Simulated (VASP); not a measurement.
A run of VASP 6.6.1:

Contents of INCAR:

```
SYSTEM = Sr
ALGO     = Normal         ! electronic algorithm
EDIFF    = 1E-6           ! SCF threshold, eV
ENCUT    = 520            ! plane-wave cutoff, eV
GGA      = PE             ! functional
ISIF     = 2              ! what is computed and relaxed
ISMEAR   = -1             ! smearing method
LASPH    = .TRUE.         ! aspherical terms in the spheres
LCHARG   = .FALSE.        ! write CHGCAR
LREAL    = .FALSE.        ! projectors in reciprocal space
LWAVE    = .FALSE.        ! write WAVECAR
NBANDS   = 11             ! bands
NELM     = 60             ! most SCF steps
PREC     = Accurate       ! precision mode
SIGMA    = 0.02           ! smearing width, eV
```

Contents of KPOINTS:

```
k-points
0
G
  6 6 6
  0 0 0
```

POSCAR

```
Sr
1.0
    0.0000000000      3.0148051739      3.0148051739
    3.0148051739      0.0000000000      3.0148051739
    3.0148051739      3.0148051739      0.0000000000
Sr
1
Direct
    0.0000000000      0.0000000000      0.0000000000
```

Potentials or basis: VASP PAW PBE potentials, release 64 (Sr_sv).

Run with:

```bash
$ cat potpaw_PBE.64/Sr_sv/POTCAR > POTCAR
$ mpirun -np 1 vasp_std > vasp.out
```

Hardware: 1 thread of Intel Xeon 8259CL (shared host).

Question: How long does it take, and how much memory?

Answer: It took 12 s on 1 thread of Intel Xeon 8259CL, on a shared host, peak memory 0.17 GiB. Counts: scf iterations 11, k points 16.
